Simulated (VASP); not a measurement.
# BaTiO3 (R3m) in VASP: single point with PBE0

Aim: the single point of BaTiO3 with PBE0.

Everything below comes from runs of VASP 6.6.1. Logs are shortened: lines on timing, memory, paths and dates and some standing lists are left out, and cuts for length are marked.

**1. The cell of the first run**

The structure is trigonal, space group R3m (No. 160). Conventional cell: a = 5.619 Å, b = 5.619 Å, c = 6.911 Å, α = 90.00°, β = 90.00°, γ = 120.00°. Within 3.7 Å of Ba (site symmetry 3m) lie 12 O at 2.77 to 2.87 Å and 8 Ti at 3.35 to 3.56 Å. Within 2.5 Å of Ti (site symmetry 3m) lie 6 O at 1.86 to 2.13 Å. O (site symmetry m) has 2 Ti at 1.86 to 2.13 Å within 2.5 Å.

**2. Single point, PBE0, collinear spin**

Input file POSCAR:

```
BaTiO3
1.0
    3.9787870000      0.0000000000      0.0000000000
    0.0113180000      3.9787670000      0.0000000000
    0.0113180000      0.0112880000      3.9787570000
Ba Ti O
1 1 3
Direct
    0.0000000000      0.0000000000      0.0000000000
    0.4845000000      0.4845000000      0.4845000000
    0.5086000000      0.5086000000      0.0175000000
    0.0175000000      0.5086000000      0.5086000000
    0.5086000000      0.0175000000      0.5086000000
```

Input file INCAR.step1:

```
PREC = Accurate
ENCUT = 520
EDIFF = 1E-5
ISMEAR = -1
SIGMA = 0.0782
LREAL = F
LASPH = T
NELM = 200
ALGO = Normal
ISIF = 2
LWAVE = T
LCHARG = F
ISPIN = 2
MAGMOM = 0 1 0 0 0
LORBIT = 11
LMAXMIX = 4
NBANDS = 32
GGA = PE
GGA_COMPAT = F
```

Input file INCAR.step2:

```
PREC = Accurate
ENCUT = 520
EDIFF = 1E-6
ISMEAR = -1
SIGMA = 0.0782
LREAL = F
LASPH = T
NELM = 200
ALGO = Normal
ISIF = 2
LWAVE = F
LCHARG = F
ISPIN = 2
MAGMOM = 0 1 0 0 0
LORBIT = 11
LMAXMIX = 4
GGA = PE
LHFCALC = T
AEXX = 0.25
PRECFOCK = Normal
NBANDS = 32
ISTART = 1
GGA_COMPAT = F
```

Input file KPOINTS:

```
Automatic mesh
0
Gamma
  3 3 3
```

Potentials or basis: VASP PAW PBE potentials, release 64 (Ba_sv, Ti_sv, O).

Launch:

```
$ cat potpaw_PBE.64/Ba_sv/POTCAR potpaw_PBE.64/Ti_sv/POTCAR potpaw_PBE.64/O/POTCAR > POTCAR
$ cp INCAR.step1 INCAR
$ mpirun -np 1 vasp_std > vasp.out
$ cp INCAR.step2 INCAR
$ mpirun -np 1 vasp_std > vasp.out
```

OUTCAR:

```text
PREC = Accurate
   ENCUT = 520
   EDIFF = 1E-6
   ISMEAR = -1
   LREAL = F
   LASPH = T
   NELM = 200
   ISIF = 2
   ISPIN = 2
   LORBIT = 11
   GGA = PE
   LHFCALC = T
   AEXX = 0.25
   PRECFOCK = Normal
   ISTART = 1

 ion  position               nearest neighbor table
   1  0.000  0.000  0.000-   3 2.77   4 2.77   5 2.77   4 2.81   3 2.81   3 2.81   4 2.81   5 2.81
                             5 2.81   3 2.87   4 2.87   5 2.87   2 3.35   2 3.41   2 3.41   2 3.41
   2  0.484  0.484  0.484-   5 1.86   4 1.86   3 1.86   5 2.13   4 2.13   3 2.13   1 3.35   1 3.41
                             1 3.41   1 3.41   1 3.48   1 3.48   1 3.48   1 3.56
   3  0.509  0.509  0.017-   2 1.86   2 2.13   1 2.77   1 2.81   1 2.81   1 2.87
   4  0.017  0.509  0.509-   2 1.86   2 2.13   1 2.77   1 2.81   1 2.81   1 2.87
   5  0.509  0.017  0.509-   2 1.86   2 2.13   1 2.77   1 2.81   1 2.81   1 2.87

  LATTYP: Found a trigonal (rhomboedric) cell.
 ALAT       =     3.9787891099
 COS(alpha) =     0.0028445840

  Lattice vectors:

 A1 = (   3.9787870000,   0.0000000000,   0.0000000000)
 A2 = (   0.0113180000,   3.9787670000,   0.0000000000)
 A3 = (   0.0113180000,   0.0112880000,   3.9787570000)

Analysis of symmetry for initial positions (statically):
=====================================================================
 Subroutine PRICEL returns:
 Original cell was already a primitive cell.

 Routine SETGRP: Setting up the symmetry group for a
 trigonal (rhombohedral) supercell.

 Subroutine GETGRP returns: Found  6 space group operations
 (whereof  6 operations were pure point group operations)
 out of a pool of 12 trial point group operations.

The static configuration has the point symmetry C_3v.

Analysis of symmetry for dynamics (positions and initial velocities):
=====================================================================
 Subroutine PRICEL returns:
 Original cell was already a primitive cell.

 Routine SETGRP: Setting up the symmetry group for a
 trigonal (rhombohedral) supercell.

 Subroutine GETGRP returns: Found  6 space group operations
 (whereof  6 operations were pure point group operations)
 out of a pool of 12 trial point group operations.

The dynamic configuration has the point symmetry C_3v.

Analysis of structural, dynamic, and magnetic symmetry:
=====================================================================
 Subroutine PRICEL returns:
 Original cell was already a primitive cell.

 Routine SETGRP: Setting up the symmetry group for a
 trigonal (rhombohedral) supercell.

 Subroutine GETGRP returns: Found  6 space group operations
 (whereof  6 operations were pure point group operations)
 out of a pool of 12 trial point group operations.

The overall configuration has the point symmetry C_3v.

 Subroutine INISYM returns: Found  6 space group operations
 (whereof  6 operations are pure point group operations),
 and found     1 'primitive' translations

----------------------------------------------------------------------------------------

                                     Primitive cell

  volume of cell :      62.9864

  direct lattice vectors                    reciprocal lattice vectors
     3.978787000  0.000000000  0.000000000     0.251332881 -0.000714941 -0.000712915
     0.011318000  3.978767000  0.000000000     0.000000000  0.251334144 -0.000713052
     0.011318000  0.011288000  3.978757000     0.000000000  0.000000000  0.251334776

  length of vectors
     3.978787000  3.978783098  3.978789110     0.251334909  0.251335156  0.251334776

  position of ions in fractional coordinates (direct lattice)
     0.000000000  0.000000000  0.000000000
     0.484500000  0.484500000  0.484500000
     0.508600000  0.508600000  0.017500000
     0.017500000  0.508600000  0.508600000
     0.508600000  0.017500000  0.508600000

  ion indices of the primitive-cell ions
   primitive index   ion index
                 1           1
                 2           2
                 3           3
                 4           4
[... 36 lines left out ...]
   k-points           NKPTS =      6   k-points in BZ     NKDIM =     27   number of bands    NBANDS=     32
   number of dos      NEDOS =    301   number of ions     NIONS =      5
   total plane-waves  NPLWV =  27000
   dimension x,y,z NGX =    30 NGY =   30 NGZ =   30
   dimension x,y,z NGXF=    60 NGYF=   60 NGZF=   60
   ions per type =               1   1   3
   NGX,Y,Z   is equivalent  to a cutoff of  12.53, 12.53, 12.53 a.u.
   NGXF,Y,Z  is equivalent  to a cutoff of  25.07, 25.07, 25.07 a.u.
 SYSTEM =  unknown system
   PREC   = accura    normal or accurate (medium, high low for compatibility)
   ISTART =      1    job   : 0-new  1-cont  2-samecut
   ICHARG =      0    charge: 1-file 2-atom 10-const
   ISPIN  =      2    spin polarized calculation?
   LNONCOLLINEAR =      F non collinear calculations
   LSORBIT =      F    spin-orbit coupling
   LASPH  =      T    aspherical Exc in radial PAW
   ENCUT  =  520.0 eV  38.22 Ry    6.18 a.u.   7.40  7.40  7.40*2*pi/ulx,y,z
   NELM   =    200;   NELMIN=  2; NELMDL=  0     # of ELM steps
   EDIFF  = 0.1E-05   stopping-criterion for ELM
   LREAL  =      F    real-space projection
   EDIFFG = 0.1E-04   stopping-criterion for IOM
   NSW    =      0    number of steps for IOM
   IBRION =     -1    ionic relax: 0-MD 1-quasi-New 2-CG
   NFREE  =      0    steps in history (QN), initial steepest desc. (CG)
   ISIF   =      2    stress and relaxation
   ISYM   =      3    0-nonsym 1-usesym 2-fastsym
   POTIM  = 0.5000    time-step for ionic-motion
   TEBEG  =    0.0;   TEEND  =   0.0 temperature during run
   PSTRESS=    0.0 pullay stress
   NELECT =      40.0000    total number of electrons
   NUPDOWN=      -1.0000    fix difference up-down
   EMIN   =  10.00;   EMAX   =-10.00  energy-range for DOS
   EFERMI =   0.00;   METHOD = LEGACY
   ISMEAR =    -1;   SIGMA  =   0.08  broadening in eV -4-tet -1-fermi 0-gaus
   EFERMI_NEDOS =   21; number of points for ismear=-14 and -15
   IALGO  =     38    algorithm
   IMIX   =      1    mixing-type and parameters
     AMIX     =   0.40;   BMIX     =  1.00
     AMIX_MAG =   1.60;   BMIX_MAG =  1.00
  volume/ion in A,a.u.               =      12.60        85.01
  Fermi-wavevector in a.u.,A,eV,Ry     =   1.407168  2.659162 26.941193  1.980122
  Thomas-Fermi vector in A             =   2.529455
   LORBIT       =     11    0 simple, 1 ext, 2 COOP (PROOUT), +10 PAW based schemes
   GGA     = PE    functional components
   LHFCALC =     T    Hartree Fock is set to
   PRECFOCK=normal    Normal, Fast or Accurate (Low or Medium for compatibility)
   ENCUT4O =  -1.0   cutoff for four orbital integrals eV
   NKREDX  =     1    reduce k-point grid by
   NKREDY  =     1    reduce k-point grid by
   NKREDZ  =     1    reduce k-point grid by
   AEXX    =    0.2500 exact exchange contribution
   HFSCREEN=    0.0000 screening length (either q_TF or 0.3 A-1)
   HFSCREENC=   0.0000 screening length for correlation (either q_TF or 0.3 A-1)
   ENCUTFOCK=  -1.0 apply spherical cutoff to Coloumb kernel
   IVDW    =     0    specifies the selected vdW correction
   LEPSILON=     F    determine dielectric tensor
   LRPA    =     F    only Hartree local field effects (RPA)
 spin polarized calculation
  energy-cutoff  :      520.00
  volume of cell :       62.99
 maximum number of plane-waves:      1743
 NGX is ok and might be reduce to    30
  NGX = 24; NGY = 24; NGZ = 24

 number of electron      39.9999997 magnetization       0.0000000

 number of electron      39.9999997 magnetization      -0.0000000

 Free energy of the ion-electron system (eV)
  ---------------------------------------------------
  ext. energy  EPLUGINS =         0.00000000
  ---------------------------------------------------
  free energy    TOTEN  =       -51.22424024 eV

  energy without entropy =      -51.22424024  energy(sigma->0) =      -51.22424024

 E-fermi :   4.0761     XC(G=0):  -8.9210

 val. band max:        2.1435785187   @ k =   0.3333   0.3333   0.3333
 cond. band min:       7.1369804821   @ k =   0.0000   0.0000   0.0000
 fundamental gap:      4.9934019634
 Fermi energy:         4.0761227021

 spin component 1

 k-point     1 :       0.0000    0.0000    0.0000
  band No.  band energies     occupation
      1     -58.1176      1.00000
      2     -32.7234      1.00000
      3     -32.7234      1.00000
      4     -32.7121      1.00000
      5     -23.6265      1.00000
      6     -16.0294      1.00000
[... 199 lines left out ...]
     31      17.9035      0.00000
     32      19.8828      0.00000
 Fermi energy:         4.0761227021

 spin component 2

 k-point     1 :       0.0000    0.0000    0.0000
  band No.  band energies     occupation
      1     -58.1176      1.00000
      2     -32.7234      1.00000
      3     -32.7234      1.00000
      4     -32.7120      1.00000
      5     -23.6265      1.00000
      6     -16.0294      1.00000
[... 199 lines left out ...]
     31      17.9035      0.00000
     32      19.8828      0.00000

------------------------ aborting loop because EDIFF is reached ----------------------------------------

  FORCE on cell =-STRESS in cart. coord.  units (eV):
  Direction    XX          YY          ZZ          XY          YZ          ZX
  --------------------------------------------------------------------------------------
  -------------------------------------------------------------------------------------
  Total        1.9478579      1.9479538      1.9480587     -0.0175374     -0.0174370     -0.0174878
  in kB       49.5474420     49.5498823     49.5525488     -0.4460973     -0.4435432     -0.4448341
  external PRESSURE =      49.5499577 kB  Pullay stress =       0.0000000 kB

 VOLUME and BASIS-vectors are now :
 -----------------------------------------------------------------------------
  energy-cutoff  :      520.00
  volume of cell :       62.99
      direct lattice vectors                 reciprocal lattice vectors
     3.978787000  0.000000000  0.000000000     0.251332881 -0.000714941 -0.000712915
     0.011318000  3.978767000  0.000000000     0.000000000  0.251334144 -0.000713052
     0.011318000  0.011288000  3.978757000     0.000000000  0.000000000  0.251334776

 POSITION                                       TOTAL-FORCE (eV/Angst)
 -----------------------------------------------------------------------------------
      0.00000      0.00000      0.00000        -0.077492     -0.077271     -0.077053
      1.93869      1.93318      1.92771        -0.082253     -0.082019     -0.081787
      2.02957      2.02380      0.06963         0.077709      0.077488      0.003886
      0.08114      2.02934      2.02360         0.004327      0.077697      0.077477
      2.02957      0.07537      2.02360         0.077709      0.004106      0.077477
 -----------------------------------------------------------------------------------
    total drift:                                0.000227      0.000158      0.000268

  FREE ENERGIE OF THE ION-ELECTRON SYSTEM (eV)
  ---------------------------------------------------
  free  energy   TOTEN  =       -51.2242402397 eV

  energy  without entropy=      -51.2242402397  energy(sigma->0) =      -51.22424024

 total charge

# of ion       s       p       d       tot
------------------------------------------
    1        2.006   5.662   0.306   7.973
    2        2.231   6.313   1.670  10.215
    3        1.569   3.523   0.000   5.092
    4        1.569   3.523   0.000   5.092
    5        1.569   3.523   0.000   5.092
--------------------------------------------------
tot          8.944  22.542   1.976  33.462

 magnetization (x)

# of ion       s       p       d       tot
------------------------------------------
    1        0.000   0.000   0.000   0.000
    2       -0.000  -0.000   0.000  -0.000
    3        0.000  -0.000   0.000   0.000
    4        0.000  -0.000   0.000   0.000
    5        0.000  -0.000   0.000   0.000
--------------------------------------------------
tot          0.000  -0.000   0.000   0.000
```

It took 25 min on 1 thread of Intel Xeon 8259CL, shared host; peak memory 0.23 GiB.

Results:

| Quantity | Value |
| --- | --- |
| Free energy | -51.2242 eV |
| Pressure | 5.0 GPa |
| Largest force | 0.142 eV/Å |
| Band gap on the k mesh | 4.99 eV (least direct gap 5.06 eV) |
| Net moment | 0.00 μB per cell |
| Valence electrons inside the program's atomic spheres | Ba 7.97; Ti 10.21; O 5.09 |

Forces in eV/Å, atoms in the order of the input:
```
Ba  -0.077 -0.077 -0.077
Ti  -0.082 -0.082 -0.082
O    0.078  0.077  0.004
O    0.004  0.078  0.077
O    0.078  0.004  0.077
```

Caveat: the k points lie up to 0.53 Å⁻¹ apart; the PAW data sets were made with another functional, which shifts forces and pressure a little; spin-orbit coupling is left out, which moves the levels of the heavy elements. A k mesh can miss the band edges.
